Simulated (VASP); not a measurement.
# Ho2O (P4_2/nmc) in VASP: a series of runs

Runs on Ho2O. Level: PBE. Tasks: single point.

Everything below comes from runs of VASP 6.6.1. Logs are shortened: lines on timing, memory, paths and dates and some standing lists are left out, and cuts for length are marked.

## 1. The cell of the first run

Symmetry: P4_2/nmc, No. 137, tetragonal system. Conventional cell: a = 3.631 Å, b = 3.631 Å, c = 10.249 Å, α = 90.00°, β = 90.00°, γ = 90.00°. Within 2.9 Å of Ho (site symmetry 2mm) lie 2 O at 2.18 Å. O (site symmetry -4m2) has 4 Ho at 2.18 Å within 2.9 Å.

## 2. Single point, PBE (22.52 Å³/atom)

INCAR

```
PREC = Accurate ; ENCUT = 600
EDIFF = 1E-6 ; ISMEAR = 0
SIGMA = 0.1 ; LREAL = F
LASPH = T ; NELM = 200
ALGO = Normal ; ISIF = 2
LWAVE = F ; LCHARG = F
GGA = PE ; NBANDS = 33
GGA_COMPAT = F ; LMAXMIX = 6
```

KPOINTS

```
Automatic mesh
0
Gamma
  8 8 4
```

POSCAR

```
Ho2O
1.0
    3.6310352851      0.0000000000      0.0000000000
    0.0000000000      3.6310352851      0.0000000000
    0.0000000000      0.0000000000     10.2493774619
Ho O
4 2
Direct
    0.5000000000      0.0000000000      0.1176268560
    0.5000000000      0.0000000000      0.6176268560
    0.0000000000      0.5000000000      0.3823731440
    0.0000000000      0.5000000000      0.8823731440
    0.0000000000      0.0000000000      0.5000000000
    0.5000000000      0.5000000000      0.0000000000
```

Potentials or basis: VASP PAW PBE potentials, release 64 (Ho_3, O), 4f in core.

The run is started by

```
cat potpaw_PBE.64/Ho_3/POTCAR potpaw_PBE.64/O/POTCAR > POTCAR
mpirun -np 1 vasp_std > vasp.out
```

OUTCAR:

```text
PREC = Accurate
   ENCUT = 600
   EDIFF = 1E-6
   ISMEAR = 0
   LREAL = F
   LASPH = T
   NELM = 200
   ISIF = 2
   GGA = PE

 ion  position               nearest neighbor table
   1  0.500  0.000  0.118-   6 2.18   6 2.18   4 3.52   4 3.52   4 3.52   4 3.52   3 3.74   3 3.74
                             3 3.74   3 3.74
   2  0.500  0.000  0.618-   5 2.18   5 2.18   3 3.52   3 3.52   3 3.52   3 3.52   4 3.74   4 3.74
                             4 3.74   4 3.74
   3  0.000  0.500  0.382-   5 2.18   5 2.18   2 3.52   2 3.52   2 3.52   2 3.52   1 3.74   1 3.74
                             1 3.74   1 3.74
   4  0.000  0.500  0.882-   6 2.18   6 2.18   1 3.52   1 3.52   1 3.52   1 3.52   2 3.74   2 3.74
                             2 3.74   2 3.74
   5  0.000  0.000  0.500-   2 2.18   3 2.18   3 2.18   2 2.18
   6  0.500  0.500  0.000-   1 2.18   4 2.18   1 2.18   4 2.18

  LATTYP: Found a simple tetragonal cell.
 ALAT       =     3.6310352851
 C/A-ratio  =     2.8227149166

  Lattice vectors:

 A1 = (   3.6310352851,   0.0000000000,   0.0000000000)
 A2 = (   0.0000000000,   3.6310352851,   0.0000000000)
 A3 = (   0.0000000000,   0.0000000000,  10.2493774619)

Analysis of symmetry for initial positions (statically):
=====================================================================
 Subroutine PRICEL returns:
 Original cell was already a primitive cell.

 Routine SETGRP: Setting up the symmetry group for a
 simple tetragonal supercell.

 Subroutine GETGRP returns: Found 16 space group operations
 (whereof  8 operations were pure point group operations)
 out of a pool of 16 trial point group operations.

The static configuration has the point symmetry D_2d.
 The point group associated with its full space group is D_4h.

Analysis of symmetry for dynamics (positions and initial velocities):
=====================================================================
 Subroutine PRICEL returns:
 Original cell was already a primitive cell.

 Routine SETGRP: Setting up the symmetry group for a
 simple tetragonal supercell.

 Subroutine GETGRP returns: Found 16 space group operations
 (whereof  8 operations were pure point group operations)
 out of a pool of 16 trial point group operations.

The dynamic configuration has the point symmetry D_2d.
 The point group associated with its full space group is D_4h.

 Subroutine INISYM returns: Found 16 space group operations
 (whereof  8 operations are pure point group operations),
 and found     1 'primitive' translations

----------------------------------------------------------------------------------------

                                     Primitive cell

  volume of cell :     135.1321

  direct lattice vectors                    reciprocal lattice vectors
     3.631035285  0.000000000  0.000000000     0.275403548  0.000000000  0.000000000
     0.000000000  3.631035285  0.000000000     0.000000000  0.275403548  0.000000000
     0.000000000  0.000000000 10.249377462     0.000000000  0.000000000  0.097566901

  length of vectors
     3.631035285  3.631035285 10.249377462     0.275403548  0.275403548  0.097566901

  position of ions in fractional coordinates (direct lattice)
     0.500000000  0.000000000  0.117626856
     0.500000000  0.000000000  0.617626856
     0.000000000  0.500000000  0.382373144
     0.000000000  0.500000000  0.882373144
     0.000000000  0.000000000  0.500000000
     0.500000000  0.500000000  0.000000000

  ion indices of the primitive-cell ions
   primitive index   ion index
                 1           1
                 2           2
                 3           3
                 4           4
                 5           5
                 6           6

----------------------------------------------------------------------------------------

 KPOINTS: Automatic mesh

Automatic generation of k-mesh.
 Grid dimensions read from file:
 generate k-points for:    8    8    4

 Generating k-lattice:

  Cartesian coordinates                     Fractional coordinates (reciprocal lattice)
     0.034425443  0.000000000  0.000000000     0.125000000  0.000000000  0.000000000
     0.000000000  0.034425443  0.000000000     0.000000000  0.125000000  0.000000000
     0.000000000  0.000000000  0.024391725     0.000000000  0.000000000  0.250000000

  Length of vectors
     0.034425443  0.034425443  0.024391725

  Shift w.r.t. Gamma in fractional coordinates (k-lattice)
     0.000000000  0.000000000  0.000000000

 Subroutine IBZKPT returns following result:
 ===========================================

 Found     45 irreducible k-points:

 Following reciprocal coordinates:
            Coordinates               Weight
  0.000000  0.000000  0.000000      1.000000
  0.125000  0.000000  0.000000      4.000000
  0.250000  0.000000  0.000000      4.000000
  0.375000  0.000000  0.000000      4.000000
  0.500000  0.000000  0.000000      2.000000
  0.125000  0.125000  0.000000      4.000000
[... 16 lines left out ...]
  0.375000  0.125000  0.250000     16.000000
  0.500000  0.125000  0.250000      8.000000
 [... further k-points ...]
   k-points           NKPTS =     45   k-points in BZ     NKDIM =     45   number of bands    NBANDS=     33
   number of dos      NEDOS =    301   number of ions     NIONS =      6
   total plane-waves  NPLWV =  75600
   dimension x,y,z NGX =    30 NGY =   30 NGZ =   84
   dimension x,y,z NGXF=    60 NGYF=   60 NGZF=  168
   ions per type =               4   2
   NGX,Y,Z   is equivalent  to a cutoff of  13.74, 13.74, 13.62 a.u.
   NGXF,Y,Z  is equivalent  to a cutoff of  27.47, 27.47, 27.25 a.u.
 SYSTEM =  unknown system
   PREC   = accura    normal or accurate (medium, high low for compatibility)
   ISTART =      0    job   : 0-new  1-cont  2-samecut
   ICHARG =      2    charge: 1-file 2-atom 10-const
   ISPIN  =      1    spin polarized calculation?
   LNONCOLLINEAR =      F non collinear calculations
   LSORBIT =      F    spin-orbit coupling
   LASPH  =      T    aspherical Exc in radial PAW
   ENCUT  =  600.0 eV  44.10 Ry    6.64 a.u.   7.25  7.25 20.47*2*pi/ulx,y,z
   NELM   =    200;   NELMIN=  2; NELMDL= -5     # of ELM steps
   EDIFF  = 0.1E-05   stopping-criterion for ELM
   LREAL  =      F    real-space projection
   EDIFFG = 0.1E-04   stopping-criterion for IOM
   NSW    =      0    number of steps for IOM
   IBRION =     -1    ionic relax: 0-MD 1-quasi-New 2-CG
   NFREE  =      0    steps in history (QN), initial steepest desc. (CG)
   ISIF   =      2    stress and relaxation
   ISYM   =      2    0-nonsym 1-usesym 2-fastsym
   POTIM  = 0.5000    time-step for ionic-motion
   TEBEG  =    0.0;   TEEND  =   0.0 temperature during run
   PSTRESS=    0.0 pullay stress
   NELECT =      48.0000    total number of electrons
   NUPDOWN=      -1.0000    fix difference up-down
   EMIN   =  10.00;   EMAX   =-10.00  energy-range for DOS
   EFERMI =   0.00;   METHOD = LEGACY
   ISMEAR =     0;   SIGMA  =   0.10  broadening in eV -4-tet -1-fermi 0-gaus
   EFERMI_NEDOS =   21; number of points for ismear=-14 and -15
   IALGO  =     38    algorithm
   IMIX   =      4    mixing-type and parameters
     AMIX     =   0.40;   BMIX     =  1.00
     AMIX_MAG =   1.60;   BMIX_MAG =  1.00
  volume/ion in A,a.u.               =      22.52       151.99
  Fermi-wavevector in a.u.,A,eV,Ry     =   1.159407  2.190961 18.289273  1.344224
  Thomas-Fermi vector in A             =   2.295999
   LORBIT       =      0    0 simple, 1 ext, 2 COOP (PROOUT), +10 PAW based schemes
   GGA     = PE    functional components
   LHFCALC =     F    Hartree Fock is set to
   AEXX    =    0.0000 exact exchange contribution
   IVDW    =     0    specifies the selected vdW correction
   LEPSILON=     F    determine dielectric tensor
   LRPA    =     F    only Hartree local field effects (RPA)
 non-spin polarized calculation
 Gauss-broadening in eV      SIGMA  =   0.10
  energy-cutoff  :      600.00
  volume of cell :      135.13
 maximum number of plane-waves:      4566
 NGX is ok and might be reduce to    30
   NGX = 15   NGY = 15   NGZ = 41

 number of electron      47.9999985 magnetization

 Free energy of the ion-electron system (eV)
  ---------------------------------------------------
  ext. energy  EPLUGINS =         0.00000000
  ---------------------------------------------------
  free energy    TOTEN  =       -39.36212355 eV

  energy without entropy =      -39.34843265  energy(sigma->0) =      -39.35527810

 E-fermi :   3.5727     XC(G=0): -10.0271

 val. band max:        3.5695969895   @ k =   0.5000   0.5000   0.0000
 cond. band min:       3.5892694494   @ k =   0.5000   0.5000   0.2500
 fundamental gap:      0.0196724598
 Fermi energy:         3.5726517900

 k-point     1 :       0.0000    0.0000    0.0000
  band No.  band energies     occupation
      1     -21.1941      2.00000
      2     -21.0624      2.00000
      3     -20.5376      2.00000
      4     -20.5376      2.00000
      5     -20.4795      2.00000
      6     -20.4795      2.00000
[... 25 lines left out ...]
     32       7.2857      0.00000
     33       7.4766      0.00000

 k-point     2 :       0.1250    0.0000    0.0000
  band No.  band energies     occupation
      1     -21.1992      2.00000
      2     -21.1213      2.00000
      3     -20.5906      2.00000
      4     -20.5619      2.00000
      5     -20.5274      2.00000
      6     -20.4736      2.00000
[... 25 lines left out ...]
     32       7.3800      0.00000
     33       7.7036      0.00000

 k-point     3 :       0.2500    0.0000    0.0000
  band No.  band energies     occupation
      1     -21.2722      2.00000
      2     -21.2596      2.00000
      3     -20.6993      2.00000
      4     -20.6123      2.00000
      5     -20.5010      2.00000
      6     -20.4595      2.00000
[... 25 lines left out ...]
     32       7.0858      0.00000
     33       7.2380      0.00000

 k-point     4 :       0.3750    0.0000    0.0000
  band No.  band energies     occupation
      1     -21.4206      2.00000
      2     -21.3913      2.00000
      3     -20.7075      2.00000
      4     -20.6657      2.00000
      5     -20.5097      2.00000
      6     -20.4699      2.00000
[... 25 lines left out ...]
     32       6.7370      0.00000
     33       7.0252      0.00000

 k-point     5 :       0.5000    0.0000    0.0000
  band No.  band energies     occupation
      1     -21.4694      2.00000
      2     -21.4694      2.00000
      3     -20.6944      2.00000
      4     -20.6944      2.00000
      5     -20.4814      2.00000
      6     -20.4814      2.00000
[... 604 lines left out ...]
 k-point    22 :       0.2500    0.1250    0.2500
  band No.  band energies     occupation
      1     -21.3077      2.00000
      2     -21.2668      2.00000
      3     -20.6921      2.00000
      4     -20.5945      2.00000
      5     -20.5545      2.00000
      6     -20.5382      2.00000
[... 25 lines left out ...]
     32       6.8475      0.00000
     33       7.0360      0.00000

 k-point    23 :       0.3750    0.1250    0.2500
  band No.  band energies     occupation
      1     -21.4408      2.00000
      2     -21.4029      2.00000
      3     -20.7122      2.00000
      4     -20.6475      2.00000
      5     -20.5324      2.00000
      6     -20.5155      2.00000
[... 25 lines left out ...]
     32       6.6261      0.00000
     33       7.0995      0.00000

 k-point    24 :       0.5000    0.1250    0.2500
  band No.  band energies     occupation
      1     -21.4834      2.00000
      2     -21.4834      2.00000
      3     -20.6937      2.00000
      4     -20.6937      2.00000
      5     -20.5058      2.00000
      6     -20.5058      2.00000
[... 25 lines left out ...]
     32       6.4909      0.00000
     33       7.3782      0.00000

 [... further k-points ...]

------------------------ aborting loop because EDIFF is reached ----------------------------------------

  FORCE on cell =-STRESS in cart. coord.  units (eV):
  Direction    XX          YY          ZZ          XY          YZ          ZX
  --------------------------------------------------------------------------------------
  -------------------------------------------------------------------------------------
  Total        4.4096976      4.4096976      4.3013338      0.0000000      0.0000000      0.0000000
  in kB       52.2830558     52.2830558     50.9982531      0.0000000      0.0000000      0.0000000
  external PRESSURE =      51.8547882 kB  Pullay stress =       0.0000000 kB

 VOLUME and BASIS-vectors are now :
 -----------------------------------------------------------------------------
  energy-cutoff  :      600.00
  volume of cell :      135.13
      direct lattice vectors                 reciprocal lattice vectors
     3.631035285  0.000000000  0.000000000     0.275403548  0.000000000  0.000000000
     0.000000000  3.631035285  0.000000000     0.000000000  0.275403548  0.000000000
     0.000000000  0.000000000 10.249377462     0.000000000  0.000000000  0.097566901

 POSITION                                       TOTAL-FORCE (eV/Angst)
 -----------------------------------------------------------------------------------
      1.81552      0.00000      1.20560         0.000000     -0.000000      0.147680
      1.81552      0.00000      6.33029        -0.000000     -0.000000      0.147680
      0.00000      1.81552      3.91909        -0.000000     -0.000000     -0.147680
      0.00000      1.81552      9.04378         0.000000     -0.000000     -0.147680
      0.00000      0.00000      5.12469         0.000000      0.000000      0.000000
      1.81552      1.81552      0.00000         0.000000     -0.000000      0.000000
 -----------------------------------------------------------------------------------
    total drift:                                0.000000      0.000000      0.000000

  FREE ENERGIE OF THE ION-ELECTRON SYSTEM (eV)
  ---------------------------------------------------
  free  energy   TOTEN  =       -39.3621235546 eV

  energy  without entropy=      -39.3484326504  energy(sigma->0) =      -39.35527810
```

Wall time 4.7 min (1 thread of Intel Xeon Platinum 8124M at 3.00GHz (Skylake/Cascade Lake), shared host); peak memory 0.38 GiB.

What came out:

* Free energy: -39.3621 eV
* Pressure: 5.2 GPa
* Largest force: 0.148 eV/Å
* Band gap on the k mesh: zero (bands 24 and 25 overlap by 0.14 eV)

Forces in eV/Å, atoms in the order of the input:
```
Ho   0.000  0.000  0.148
Ho   0.000  0.000  0.148
Ho   0.000  0.000 -0.148
Ho   0.000  0.000 -0.148
O    0.000  0.000  0.000
O    0.000  0.000  0.000
```

Stress tensor (GPa, compression positive):
```
5.23 0.00 0.00
0.00 5.23 0.00
0.00 0.00 5.10
```

Levels at points of the mesh, in eV from the Fermi level:
```tsv
k point	band 22	band 23	band 24	band 25	band 26	band 27
(0.00, 0.00, 0.00)	-2.29	-2.14	-0.94	0.87	1.18	1.37
(0.50, 0.00, 0.00)	-1.56	-0.78	-0.78	0.60	0.60	1.88
(0.50, 0.50, 0.00)	-0.67	0.00	0.00	0.17	0.17	0.30
(0.00, 0.00, 0.50)	-3.48	-1.16	-1.16	0.71	0.71	2.54
(0.50, 0.00, 0.50)	-1.60	-0.63	-0.63	0.43	0.43	1.81
(0.50, 0.50, 0.50)	-0.68	0.07	0.07	0.07	0.07	0.32
```

Caveat: the cell stands under pressure; spin-orbit coupling is left out, which moves the levels of the heavy elements; the 4f electrons are frozen in the core, so they carry no moment and show no levels; the run has no spin polarisation, though such a crystal can be magnetic. With open d or f shells a metallic result of PBE can be an artefact of self-interaction; +U or a hybrid may open a gap.

## 3. Single point, PBE (23.24 Å³/atom)

This run uses another cell than the first one, of 23.24 Å³/atom.

INCAR

```
  PREC = Accurate
  ENCUT = 600
  EDIFF = 1E-6
  ISMEAR = 0
  SIGMA = 0.1
  LREAL = F
  LASPH = T
  NELM = 200
  ALGO = Normal
  ISIF = 2
  LWAVE = F
  LCHARG = F
  GGA = PE
  NBANDS = 33
  GGA_COMPAT = F
  LMAXMIX = 6
```

KPOINTS is that of step 2.

POSCAR

```
Ho2O
1.0
    3.6717582759      0.0000000000      0.0000000000
    0.0000000000      3.6717582759      0.0000000000
    0.0000000000      0.0000000000     10.3431814096
Ho O
4 2
Direct
    0.5000000000      0.0000000000      0.1159569222
    0.5000000000      0.0000000000      0.6159569222
    0.0000000000      0.5000000000      0.3840430778
    0.0000000000      0.5000000000      0.8840430778
    0.0000000000      0.0000000000      0.5000000000
    0.5000000000      0.5000000000      0.0000000000
```

Potentials or basis: VASP PAW PBE potentials, release 64 (Ho_3, O), 4f in core.

The run is started by

```
cat potpaw_PBE.64/Ho_3/POTCAR potpaw_PBE.64/O/POTCAR > POTCAR
mpirun -np 1 vasp_std > vasp.out
```

Run time: 4.8 min. Hardware: 1 thread of Intel Xeon Platinum 8124M at 3.00GHz (Skylake/Cascade Lake), shared host; peak memory 0.38 GiB.

The run converged. Its results:

```yaml
Free_energy: -39.4626 eV
Pressure: 2.8 GPa
Largest_force: 0.138 eV/Å
Band_gap_on_the_k_mesh: zero (bands 24 and 25 overlap by 0.19 eV)
```

Forces on the atoms (eV/Å):
```
Ho   0.000  0.000  0.138
Ho   0.000  0.000  0.138
Ho   0.000  0.000 -0.138
Ho   0.000  0.000 -0.138
O    0.000  0.000  0.000
O    0.000  0.000  0.000
```

Stress tensor (GPa, compression positive):
```
2.89 0.00 0.00
0.00 2.89 0.00
0.00 0.00 2.73
```

Levels at points of the mesh, in eV from the Fermi level:
| k point | band 21 | band 22 | band 23 | band 24 | band 25 | band 26 | band 27 | band 28 |
| --- | --- | --- | --- | --- | --- | --- | --- | --- |
| (0.00, 0.00, 0.00) | -4.01 | -2.28 | -2.13 | -0.85 | 0.81 | 1.30 | 1.31 | 2.78 |
| (0.50, 0.00, 0.00) | -1.54 | -1.54 | -0.78 | -0.78 | 0.55 | 0.55 | 1.82 | 1.82 |
| (0.50, 0.50, 0.00) | -0.62 | -0.62 | 0.00 | 0.00 | 0.23 | 0.23 | 0.32 | 0.32 |
| (0.00, 0.00, 0.50) | -3.45 | -3.45 | -1.12 | -1.12 | 0.71 | 0.71 | 2.54 | 2.54 |
| (0.50, 0.00, 0.50) | -1.58 | -1.58 | -0.64 | -0.64 | 0.39 | 0.39 | 1.76 | 1.76 |
| (0.50, 0.50, 0.50) | -0.63 | -0.63 | 0.10 | 0.10 | 0.10 | 0.10 | 0.33 | 0.33 |

Caveat: spin-orbit coupling is left out, which moves the levels of the heavy elements; the 4f electrons are frozen in the core, so they carry no moment and show no levels; the run has no spin polarisation, though such a crystal can be magnetic. With open d or f shells a metallic result of PBE can be an artefact of self-interaction; +U or a hybrid may open a gap.
